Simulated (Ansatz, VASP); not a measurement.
One calculation of Ni, two programs

INCAR

```
SYSTEM = Ni
ALGO = Normal
EDIFF = 1E-8
ENCUT = 520
ISIF = 2
ISMEAR = -1
ISPIN = 2
LASPH = .TRUE.
LCHARG = .FALSE.
LEFG = .TRUE.
LMAXMIX = 4
LORBIT = 11
LREAL = .FALSE.
LWAVE = .FALSE.
MAGMOM = 1.5
NBANDS = 15
NELM = 150
PREC = Accurate
SIGMA = 0.05
```

KPOINTS

```
k-points
0
G
  20 20 20
  0 0 0
```

POSCAR

```
Ni
1.0
    0.0000000000      1.7530925749      1.7530925749
    1.7530925749      0.0000000000      1.7530925749
    1.7530925749      1.7530925749      0.0000000000
Ni
1
Direct
    0.0000000000      0.0000000000      0.0000000000
```

Input for Ansatz:

```yaml
crystal:
  lattice:
    - [0.0, 1.7530925749, 1.7530925749]
    - [1.7530925749, 0.0, 1.7530925749]
    - [1.7530925749, 1.7530925749, 0.0]
  atoms:
    - { symbol: Ni, position: [0.0, 0.0, 0.0], spin: 1.5 }
magnetization:
  spin_polarized: true
kpoints:
  mp_grid: { grid: [20, 20, 20] }
scf:
  occupations: { method: fermi_dirac, width: 0.05 }
hamiltonian:
  xc: lda
  pseudopotentials: { kind: paw }
output:
  forces: true
  stress: true
  eigenvalues: true
  efg: { contact_densities: true }
  write_density: true
  write_potential: true
  elf: true
  volumetric_format: npy
```

Change from the starting cell: volume scaled by 0.975, PAW files.

Alike in both runs: task electric field gradients; functional LDA; k mesh 20 × 20 × 20; occupations fermi-dirac, width 0.05 eV; collinear spin.

```csv
,VASP,Ansatz
version,VASP 6.6.1,Ansatz 0.2.0
potentials or method,"VASP PAW LDA potentials, release 64 (Ni)","PAW with Ansatz's default frozen-core files, scalar-relativistic"
plane-wave cutoff (eV),520,420
valence electrons in the cell,10,18
```

Ansatz gave:

* pressure (GPa): -15.2
* net moment per atom (μB): 0.62
* size of the moment on the site where the two differ most (μB): 0.65

Q: Which values does VASP return?

A: Pressure (GPa): -15.1; net moment per atom (μB): 0.61; size of the moment on the site where the two differ most (μB): 0.61.

LDA's correlation is that of Perdew and Zunger in VASP and of Perdew and Wang (1992) in Ansatz. Site moments also hang on the region over which each program counts them. VASP's potentials hold 10 valence electrons a cell and Ansatz's 18, so a difference there can come from the potentials and not from the codes.
